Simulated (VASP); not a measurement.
AlN:

```
CELL_PARAMETERS angstrom
0.00000 2.04799 2.04799
2.04799 0.00000 2.04799
2.04799 2.04799 0.00000
ATOMIC_POSITIONS crystal
Al 0.50000 0.50000 0.50000
N 0.00000 0.00000 0.00000
```

This cell differs from its parent crystal: volume scaled by 1.02.

Program: VASP 6.6.1. Alike in all runs: task single point; no spin polarisation; cell as given; cutoff (eV) 520; smearing fermi-dirac 0.05 eV.

**Question.** Order these runs on this cell by their pressure, lowest first.
A. level LDA; potentials or basis VASP PAW LDA potentials, release 64 (Al, N); k mesh 11 × 11 × 11
B. level PBE0; potentials or basis VASP PAW PBE potentials, release 64 (Al, N); k mesh 6 × 6 × 6; grid for exact exchange (PRECFOCK) Normal
C. level PBEsol; potentials or basis VASP PAW PBE potentials, release 64 (Al, N); k mesh 11 × 11 × 11

**Answer.** A (-14.9 GPa), B (-12.3 GPa), C (-9.2 GPa).

Caveats: some runs use coarse meshes; the PAW data sets were made with another functional, which shifts forces and pressure a little (some runs).
